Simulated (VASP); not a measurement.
Write the native input for VASP 6.6.1 that does the following.

```
Task                   : single point
Functional             : PBE
Potentials or basis    : VASP PAW PBE potentials, release 64 (Rh_pv, H)
Cutoff                 : 520 eV
k mesh                 : 5 × 5 × 1
Occupations            : gaussian, width 0.1 eV
Spin                   : no spin polarisation
Dipole correction      : yes
Further INCAR settings : ALGO = Normal; EDIFF = 1e-06; NBANDS = 102
```

The structure of HRh12 lies in POSCAR:

```
HRh12
1.0
    5.4165863251      0.0000000000      0.0000000000
    0.0000000000      5.4165863251      0.0000000000
    0.0000000000      0.0000000000     19.1737394690
Rh H
12 1
Direct
    0.2500000000      0.2500000000      0.2086186686
    0.2500000000      0.7500000000      0.2086186686
    0.7500000000      0.2500000000      0.2086186686
    0.7500000000      0.7500000000      0.2086186686
    0.0000000000      0.0000000000      0.3044995961
    0.0000000000      0.5000000000      0.3044995961
    0.5000000000      0.0000000000      0.3044995961
    0.5000000000      0.5000000000      0.3044995961
    0.2500000000      0.2500000000      0.4002213278
    0.2500000000      0.7500000000      0.4002213278
    0.7500000000      0.2500000000      0.4002213278
    0.7500000000      0.7500000000      0.4002213278
    0.2500000000      0.5000000000      0.4591685863
```

One way to write it, as run:

INCAR

```
  PREC = Accurate
  ENCUT = 520
  EDIFF = 1E-6
  ISMEAR = 0
  SIGMA = 0.1
  LREAL = F
  LASPH = T
  NELM = 60
  ALGO = Normal
  ISIF = 2
  LWAVE = F
  LCHARG = T
  LDIPOL = T
  IDIPOL = 3
  DIPOL = 0.5 0.5 0.316
  GGA = PE
  LELF = T
  LVHAR = T
  LVACPOTAV = T
  NBANDS = 102
```

KPOINTS

```
regular mesh
0
Gamma
  5 5 1
```

Potentials or basis: VASP PAW PBE potentials, release 64 (Rh_pv, H).

The run is started by

```bash
$ cat potpaw_PBE.64/Rh_pv/POTCAR potpaw_PBE.64/H/POTCAR > POTCAR
$ mpirun -np 1 vasp_std > vasp.out
```

It gave:

```yaml
Largest_force: 0.199 eV/Å
Band_gap_on_the_k_mesh: zero (an odd number of electrons rules out a gap without spin polarisation)
```

It took 31 min on 1 thread of Intel(R) Xeon(R) Platinum 8488C (Sapphire Rapids), with other jobs on the host, peak memory 0.7 GiB.
